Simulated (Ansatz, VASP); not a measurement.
One calculation of Sn3C, two programs

The input INCAR:

```
SYSTEM = Sn3C
PREC = Accurate
ENCUT = 600
EDIFF = 1E-6
ISMEAR = 0
SIGMA = 0.1
LREAL = .FALSE.
LASPH = .TRUE.
NELM = 80
ALGO = Normal
ISIF = 3
LWAVE = .FALSE.
LCHARG = .FALSE.
GGA = PE
IBRION = 2
NSW = 90
EDIFFG = -0.04
```

KPOINTS

```
regular mesh
0
G
  4 4 4
  0 0 0
```

Contents of POSCAR:

```
Sn3C
1.0
    4.3587340124      0.0000000000      0.0000000000
    0.0000000000      4.3587340124      0.0000000000
    0.0000000000      0.0000000000      4.3587340124
Sn C
3 1
Direct
    0.0000000000      0.5000000000      0.5000000000
    0.5000000000      0.0000000000      0.5000000000
    0.5000000000      0.5000000000      0.0000000000
    0.0000000000      0.0000000000      0.0000000000
```

Input for Ansatz:

```yaml
crystal:
  lattice:
    - [4.3587340124, 0.0, 0.0]
    - [0.0, 4.3587340124, 0.0]
    - [0.0, 0.0, 4.3587340124]
  atoms:
    - { symbol: Sn, position: [0.0, 0.5, 0.5] }
    - { symbol: Sn, position: [0.5, 0.0, 0.5] }
    - { symbol: Sn, position: [0.5, 0.5, 0.0] }
    - { symbol: C, position: [0.0, 0.0, 0.0] }
basis:
  ecutwfc: 420
kpoints:
  mp_grid: { grid: [4, 4, 4] }
hamiltonian:
  xc: pbe
scf:
  occupations: { method: gaussian, width: 0.1 }
  lower_state_search: "off"
output:
  forces: true
  stress: true
  eigenvalues: true
relax:
  adjacent_minimum: "off"
  f_tol: 0.04
  max_steps: 70
  cell: { stress_tol: 0.4 }
```

Alike in both runs: task relaxation of cell and atoms; functional PBE; k mesh 4 × 4 × 4; occupations gaussian, width 0.1 eV; no spin polarisation.

|  | VASP | Ansatz |
| --- | --- | --- |
| version | VASP 6.6.1 | Ansatz 0.2.0 |
| potentials or method | VASP PAW PBE potentials, release 64 (Sn_d, C), cutoff 600 eV | scalar-relativistic, plane waves, PAW |
| valence electrons in the cell | 46 | 46 |

Ansatz gave:

```
gap on the k mesh at the Fermi level, each at its own relaxed structure (eV) : none
relaxed volume (Å³/atom)                                                     : 22.86
relaxed cell length with the largest relative difference (Å)                 : 4.505
```

Problem. Which values does VASP return?

Solution. gap on the k mesh at the Fermi level, each at its own relaxed structure (eV): none; relaxed volume (Å³/atom): 22.72; relaxed cell length with the largest relative difference (Å): 4.496.

A gap of «none» marks a metal or a gap that the smearing closes.

The k mesh is coarse, so the values compare programs but aren't converged.
